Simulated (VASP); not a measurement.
# PrBe3Si (Pmma) in VASP: single point with PBE

Aim: the single point of PrBe3Si with PBE.

Program: VASP 6.6.1. These are calculated values, not measurements. Logs are shortened: lines on timing, memory, paths and dates and some standing lists are left out, and cuts for length are marked.

## Step 1: The cell of the first run

Symmetry: Pmma, No. 51, orthorhombic system. Conventional cell: a = 8.409 Å, b = 5.213 Å, c = 3.832 Å, α = 90.00°, β = 90.00°, γ = 90.00°. Pr (site symmetry 2/m) has 10 Be at 2.61 to 3.10 Å and 4 Si at 3.35 Å within 3.4 Å. Be (site symmetry 2/m) has 2 Si at 2.10 Å and 2 Pr at 2.61 Å within 2.8 Å. Be (site symmetry m) has 2 Si at 2.37 to 2.38 Å and 6 Be at 2.41 to 3.18 Å and 4 Pr at 3.08 to 3.10 Å within 3.2 Å. Si (site symmetry mm2) has 6 Be at 2.10 to 2.38 Å within 2.8 Å.

The cell was generated, and may not be a known phase.

## Step 2: Single point, PBE

INCAR

```
SYSTEM = PrBe3Si
  PREC = Accurate
  ENCUT = 600
  EDIFF = 1E-6
  ISMEAR = 0
  SIGMA = 0.2
  LREAL = .False.
  LASPH = .True.
  NELM = 200
  ALGO = Normal
  ISIF = 2
  LWAVE = .False.
  LCHARG = .False.
  GGA = PE
  NBANDS = 32
  GGA_COMPAT = .False.
  LMAXMIX = 6
```

KPOINTS

```
regular mesh
0
Gamma
  3 3 4
  0 0 0
```

POSCAR

```
PrBe3Si
1.0
    8.4085252320      0.0000000000      0.0000000000
    0.0000000000      5.2131640891      0.0000000000
    0.0000000000      0.0000000000      3.8318762868
Pr Be Si
2 6 2
Direct
    0.0000000000      0.0000000000      0.5000000000
    0.5000000000      0.0000000000      0.5000000000
    0.0000000000      0.5000000000      0.5000000000
    0.5000000000      0.5000000000      0.5000000000
    0.2500000000      0.7687929305     -0.0033454482
    0.2500000000      0.2312070695     -0.0033454482
    0.7500000000      0.7687929305      1.0033454482
    0.7500000000      0.2312070695      1.0033454482
    0.2500000000      0.5000000000      0.4957355424
    0.7500000000      0.5000000000      0.5042644576
```

Potentials or basis: VASP PAW PBE potentials, release 64 (Pr_3, Be, Si), 4f in core.

Run with:

```console
> cat potpaw_PBE.64/Pr_3/POTCAR potpaw_PBE.64/Be/POTCAR potpaw_PBE.64/Si/POTCAR > POTCAR
> mpirun -np 1 vasp_std > vasp.out
```

OUTCAR:

```text
SYSTEM = PrBe3Si
   PREC = Accurate
   ENCUT = 600
   EDIFF = 1E-6
   ISMEAR = 0
   LREAL = .False.
   LASPH = .True.
   NELM = 200
   ISIF = 2
   GGA = PE

 ion  position               nearest neighbor table
   1  0.000  0.000  0.500-   3 2.61   3 2.61   6 3.08   7 3.08   8 3.08   5 3.08   7 3.10   5 3.10
                             6 3.10   8 3.10  10 3.35   9 3.35   9 3.35  10 3.35
   2  0.500  0.000  0.500-   4 2.61   4 2.61   6 3.08   7 3.08   8 3.08   5 3.08   7 3.10   5 3.10
                             6 3.10   8 3.10  10 3.35   9 3.35   9 3.35  10 3.35
   3  0.000  0.500  0.500-   9 2.10  10 2.10   1 2.61   1 2.61
   4  0.500  0.500  0.500-   9 2.10  10 2.10   2 2.61   2 2.61
   5  0.250  0.769  0.997-   9 2.37   9 2.38   1 3.08   2 3.08   1 3.10   2 3.10
   6  0.250  0.231  0.997-   9 2.37   9 2.38   1 3.08   2 3.08   1 3.10   2 3.10
   7  0.750  0.769  0.003-  10 2.37  10 2.38   2 3.08   1 3.08   1 3.10   2 3.10
   8  0.750  0.231  0.003-  10 2.37  10 2.38   2 3.08   1 3.08   1 3.10   2 3.10
   9  0.250  0.500  0.496-   3 2.10   4 2.10   5 2.37   6 2.37   5 2.38   6 2.38   1 3.35   2 3.35
                             1 3.35   2 3.35
  10  0.750  0.500  0.504-   3 2.10   4 2.10   7 2.37   8 2.37   7 2.38   8 2.38   1 3.35   2 3.35
                             1 3.35   2 3.35

  LATTYP: Found a simple orthorhombic cell.
 ALAT       =     3.8318762868
 B/A-ratio  =     1.3604729639
 C/A-ratio  =     2.1943623966

  Lattice vectors:

 A1 = (   0.0000000000,   0.0000000000,  -3.8318762868)
 A2 = (   0.0000000000,   5.2131640891,   0.0000000000)
 A3 = (   8.4085252320,   0.0000000000,   0.0000000000)

Analysis of symmetry for initial positions (statically):
=====================================================================
 Subroutine PRICEL returns:
 Original cell was already a primitive cell.

 Routine SETGRP: Setting up the symmetry group for a
 simple orthorhombic supercell.

 Subroutine GETGRP returns: Found  8 space group operations
 (whereof  4 operations were pure point group operations)
 out of a pool of  8 trial point group operations.

The static configuration has the point symmetry C_2h.
 The point group associated with its full space group is D_2h.

Analysis of symmetry for dynamics (positions and initial velocities):
=====================================================================
 Subroutine PRICEL returns:
 Original cell was already a primitive cell.

 Routine SETGRP: Setting up the symmetry group for a
 simple orthorhombic supercell.

 Subroutine GETGRP returns: Found  8 space group operations
 (whereof  4 operations were pure point group operations)
 out of a pool of  8 trial point group operations.

The dynamic configuration has the point symmetry C_2h.
 The point group associated with its full space group is D_2h.

 Subroutine INISYM returns: Found  8 space group operations
 (whereof  4 operations are pure point group operations),
 and found     1 'primitive' translations

----------------------------------------------------------------------------------------

                                     Primitive cell

  volume of cell :     167.9704

  direct lattice vectors                    reciprocal lattice vectors
     8.408525232  0.000000000  0.000000000     0.118926919  0.000000000  0.000000000
     0.000000000  5.213164089  0.000000000     0.000000000  0.191822084  0.000000000
     0.000000000  0.000000000  3.831876287     0.000000000  0.000000000  0.260968759

  length of vectors
     8.408525232  5.213164089  3.831876287     0.118926919  0.191822084  0.260968759

  position of ions in fractional coordinates (direct lattice)
     0.000000000  0.000000000  0.500000000
     0.500000000  0.000000000  0.500000000
     0.000000000  0.500000000  0.500000000
     0.500000000  0.500000000  0.500000000
     0.250000000  0.768792930  0.996654552
     0.250000000  0.231207070  0.996654552
     0.750000000  0.768792930  0.003345448
     0.750000000  0.231207070  0.003345448
     0.250000000  0.500000000  0.495735542
     0.750000000  0.500000000  0.504264458

  ion indices of the primitive-cell ions
   primitive index   ion index
                 1           1
                 2           2
                 3           3
                 4           4
                 5           5
                 6           6
                 7           7
                 8           8
                 9           9
                10          10

----------------------------------------------------------------------------------------

 KPOINTS: regular mesh

Automatic generation of k-mesh.
 Grid dimensions read from file:
 generate k-points for:    3    3    4

 Generating k-lattice:

  Cartesian coordinates                     Fractional coordinates (reciprocal lattice)
     0.039642306  0.000000000  0.000000000     0.333333333  0.000000000  0.000000000
     0.000000000  0.063940695  0.000000000     0.000000000  0.333333333  0.000000000
     0.000000000  0.000000000  0.065242190     0.000000000  0.000000000  0.250000000

  Length of vectors
     0.039642306  0.063940695  0.065242190

  Shift w.r.t. Gamma in fractional coordinates (k-lattice)
     0.000000000  0.000000000  0.000000000

 Subroutine IBZKPT returns following result:
 ===========================================

 Found     12 irreducible k-points:

 Following reciprocal coordinates:
            Coordinates               Weight
  0.000000  0.000000  0.000000      1.000000
  0.333333  0.000000  0.000000      2.000000
  0.000000  0.333333  0.000000      2.000000
  0.333333  0.333333  0.000000      4.000000
  0.000000  0.000000  0.250000      2.000000
  0.333333  0.000000  0.250000      4.000000
  0.000000  0.333333  0.250000      4.000000
  0.333333  0.333333  0.250000      8.000000
  0.000000  0.000000  0.500000      1.000000
  0.333333  0.000000  0.500000      2.000000
  0.000000  0.333333  0.500000      2.000000
  0.333333  0.333333  0.500000      4.000000
   k-points           NKPTS =     12   k-points in BZ     NKDIM =     12   number of bands    NBANDS=     32
   number of dos      NEDOS =    301   number of ions     NIONS =     10
   total plane-waves  NPLWV =  94080
   dimension x,y,z NGX =    70 NGY =   42 NGZ =   32
   dimension x,y,z NGXF=   140 NGYF=   84 NGZF=   64
   ions per type =               2   6   2
   NGX,Y,Z   is equivalent  to a cutoff of  13.84, 13.39, 13.88 a.u.
   NGXF,Y,Z  is equivalent  to a cutoff of  27.68, 26.79, 27.77 a.u.
 SYSTEM =  PrBe3Si
   PREC   = accura    normal or accurate (medium, high low for compatibility)
   ISTART =      0    job   : 0-new  1-cont  2-samecut
   ICHARG =      2    charge: 1-file 2-atom 10-const
   ISPIN  =      1    spin polarized calculation?
   LNONCOLLINEAR =      F non collinear calculations
   LSORBIT =      F    spin-orbit coupling
   LASPH  =      T    aspherical Exc in radial PAW
   ENCUT  =  600.0 eV  44.10 Ry    6.64 a.u.  16.79 10.41  7.65*2*pi/ulx,y,z
   NELM   =    200;   NELMIN=  2; NELMDL= -5     # of ELM steps
   EDIFF  = 0.1E-05   stopping-criterion for ELM
   LREAL  =      F    real-space projection
[... 7 lines left out ...]
   TEBEG  =    0.0;   TEEND  =   0.0 temperature during run
   PSTRESS=    0.0 pullay stress
   NELECT =      42.0000    total number of electrons
   NUPDOWN=      -1.0000    fix difference up-down
   EMIN   =  10.00;   EMAX   =-10.00  energy-range for DOS
   EFERMI =   0.00;   METHOD = LEGACY
   ISMEAR =     0;   SIGMA  =   0.20  broadening in eV -4-tet -1-fermi 0-gaus
   EFERMI_NEDOS =   21; number of points for ismear=-14 and -15
   IALGO  =     38    algorithm
   IMIX   =      4    mixing-type and parameters
     AMIX     =   0.40;   BMIX     =  1.00
     AMIX_MAG =   1.60;   BMIX_MAG =  1.00
  volume/ion in A,a.u.               =      16.80       113.35
  Fermi-wavevector in a.u.,A,eV,Ry     =   1.031368  1.949003 14.472791  1.063720
  Thomas-Fermi vector in A             =   2.165513
   LORBIT       =      0    0 simple, 1 ext, 2 COOP (PROOUT), +10 PAW based schemes
   GGA     = PE    functional components
   LHFCALC =     F    Hartree Fock is set to
   AEXX    =    0.0000 exact exchange contribution
   IVDW    =     0    specifies the selected vdW correction
   LEPSILON=     F    determine dielectric tensor
   LRPA    =     F    only Hartree local field effects (RPA)
 non-spin polarized calculation
 Gauss-broadening in eV      SIGMA  =   0.20
  energy-cutoff  :      600.00
  volume of cell :      167.97
 maximum number of plane-waves:      5639
 NGX is ok and might be reduce to    70
   NGX = 33   NGY = 21   NGZ = 15

 number of electron      42.0000000 magnetization

 Free energy of the ion-electron system (eV)
  ---------------------------------------------------
  ext. energy  EPLUGINS =         0.00000000
  ---------------------------------------------------
  free energy    TOTEN  =       -39.34600332 eV

  energy without entropy =      -39.24636569  energy(sigma->0) =      -39.29618450

 E-fermi :   4.5361     XC(G=0):  -9.7820

 val. band max:        4.4924891265   @ k =   0.3333   0.0000   0.2500
 cond. band min:       4.5461419478   @ k =   0.0000   0.0000   0.2500
 fundamental gap:      0.0536528213
 Fermi energy:         4.5361294641

 k-point     1 :       0.0000    0.0000    0.0000
  band No.  band energies     occupation
      1     -31.1362      2.00000
      2     -31.1255      2.00000
      3     -13.4246      2.00000
      4     -13.3899      2.00000
      5     -13.3505      2.00000
      6     -13.0913      2.00000
[... 24 lines left out ...]
     31       8.0793      0.00000
     32       8.2301      0.00000

 k-point     2 :       0.3333    0.0000    0.0000
  band No.  band energies     occupation
      1     -31.1335      2.00000
      2     -31.1282      2.00000
      3     -13.4159      2.00000
      4     -13.3986      2.00000
      5     -13.2878      2.00000
      6     -13.1583      2.00000
[... 24 lines left out ...]
     31       8.7213      0.00000
     32       8.7702      0.00000

 k-point     3 :       0.0000    0.3333    0.0000
  band No.  band energies     occupation
      1     -31.1363      2.00000
      2     -31.1256      2.00000
      3     -13.4543      2.00000
      4     -13.4048      2.00000
      5     -13.3371      2.00000
      6     -13.0867      2.00000
[... 24 lines left out ...]
     31       8.2413      0.00000
     32       8.3445      0.00000

 k-point     4 :       0.3333    0.3333    0.0000
  band No.  band energies     occupation
      1     -31.1336      2.00000
      2     -31.1283      2.00000
      3     -13.4420      2.00000
      4     -13.4174      2.00000
      5     -13.2764      2.00000
      6     -13.1513      2.00000
[... 24 lines left out ...]
     31       8.1481      0.00000
     32       8.1629      0.00000

 k-point     5 :       0.0000    0.0000    0.2500
  band No.  band energies     occupation
      1     -31.1204      2.00000
      2     -31.1098      2.00000
      3     -13.3961      2.00000
      4     -13.3614      2.00000
      5     -13.3098      2.00000
      6     -13.1846      2.00000
[... 164 lines left out ...]
     31       8.8498      0.00000
     32       9.2308      0.00000

 k-point    10 :       0.3333    0.0000    0.5000
  band No.  band energies     occupation
      1     -31.1018      2.00000
      2     -31.0966      2.00000
      3     -13.4090      2.00000
      4     -13.3892      2.00000
      5     -13.3587      2.00000
      6     -13.3412      2.00000
[... 24 lines left out ...]
     31       8.1107      0.00000
     32       9.1079      0.00000

 k-point    11 :       0.0000    0.3333    0.5000
  band No.  band energies     occupation
      1     -31.1045      2.00000
      2     -31.0942      2.00000
      3     -13.4141      2.00000
      4     -13.3894      2.00000
      5     -13.3753      2.00000
      6     -13.3428      2.00000
[... 24 lines left out ...]
     31       8.8626      0.00000
     32       9.0379      0.00000

 k-point    12 :       0.3333    0.3333    0.5000
  band No.  band energies     occupation
      1     -31.1019      2.00000
      2     -31.0968      2.00000
      3     -13.4045      2.00000
      4     -13.3851      2.00000
      5     -13.3779      2.00000
      6     -13.3546      2.00000
[... 24 lines left out ...]
     31       9.0697      0.00000
     32       9.1233      0.00000

------------------------ aborting loop because EDIFF is reached ----------------------------------------

  FORCE on cell =-STRESS in cart. coord.  units (eV):
  Direction    XX          YY          ZZ          XY          YZ          ZX
  --------------------------------------------------------------------------------------
  -------------------------------------------------------------------------------------
  Total        0.4767421      0.2888815      0.0074877      0.0000000      0.0000000      0.0000000
  in kB        4.5473811      2.7554825      0.0714214      0.0000000      0.0000000      0.0000000
  external PRESSURE =       2.4580950 kB  Pullay stress =       0.0000000 kB

 VOLUME and BASIS-vectors are now :
 -----------------------------------------------------------------------------
  energy-cutoff  :      600.00
  volume of cell :      167.97
      direct lattice vectors                 reciprocal lattice vectors
     8.408525232  0.000000000  0.000000000     0.118926919  0.000000000  0.000000000
     0.000000000  5.213164089  0.000000000     0.000000000  0.191822084  0.000000000
     0.000000000  0.000000000  3.831876287     0.000000000  0.000000000  0.260968759

 POSITION                                       TOTAL-FORCE (eV/Angst)
 -----------------------------------------------------------------------------------
      0.00000      0.00000      1.91594        -0.000000      0.000000      0.000000
      4.20426      0.00000      1.91594        -0.000000      0.000000      0.000000
      0.00000      2.60658      1.91594        -0.000000      0.000000      0.000000
      4.20426      2.60658      1.91594        -0.000000      0.000000      0.000000
      2.10213      4.00784      3.81906         0.000000     -0.060661      0.010526
      2.10213      1.20532      3.81906         0.000000      0.060661      0.010526
      6.30639      4.00784      0.01282        -0.000000     -0.060661     -0.010526
      6.30639      1.20532      0.01282        -0.000000      0.060661     -0.010526
      2.10213      2.60658      1.89960        -0.000000      0.000000      0.016061
      6.30639      2.60658      1.93228        -0.000000      0.000000     -0.016061
 -----------------------------------------------------------------------------------
    total drift:                                0.000000     -0.000000      0.000000

  FREE ENERGIE OF THE ION-ELECTRON SYSTEM (eV)
  ---------------------------------------------------
  free  energy   TOTEN  =       -39.3460033179 eV

  energy  without entropy=      -39.2463656855  energy(sigma->0) =      -39.29618450
```

It took 43 s on 1 thread of Intel Xeon 6975P-C (Granite Rapids), shared host; peak memory 0.32 GiB.

What came out:

- Free energy: -39.3460 eV
- Pressure: 0.2 GPa
- Largest force: 0.062 eV/Å
- Band gap on the k mesh: zero (bands 21 and 22 overlap by 1.19 eV)

Forces in eV/Å, atoms in the order of the input:
```
Pr   0.000  0.000  0.000
Pr   0.000  0.000  0.000
Be   0.000  0.000  0.000
Be   0.000  0.000  0.000
Be   0.000 -0.061  0.011
Be   0.000  0.061  0.011
Be   0.000 -0.061 -0.011
Be   0.000  0.061 -0.011
Si   0.000  0.000  0.016
Si   0.000  0.000 -0.016
```

Stress tensor (GPa, compression positive):
```
0.45 0.00 0.00
0.00 0.28 0.00
0.00 0.00 0.01
```

Levels at points of the mesh, in eV from the Fermi level:
```csv
k point,band 17,band 18,band 19,band 20,band 21,band 22,band 23,band 24,band 25,band 26
"(0.00, 0.00, 0.00)",-1.64,-1.58,-1.08,-0.85,0.11,0.71,0.90,1.68,1.75,2.84
"(0.00, 0.00, 0.50)",-2.15,-1.83,-1.36,-1.31,-1.28,-0.62,-0.28,0.98,1.96,2.00
```

Caveat: the k points lie up to 0.41 Å⁻¹ apart, too coarse for converged energies and pressures of a metal; spin-orbit coupling is left out, which moves the levels of the heavy elements; the 4f electrons are frozen in the core, so they carry no moment and show no levels. Spin polarisation is off, so any magnetic state and its effect on volume and gap are missing.

The gap in the log of VASP goes by the Fermi energy; the results here count the filled bands.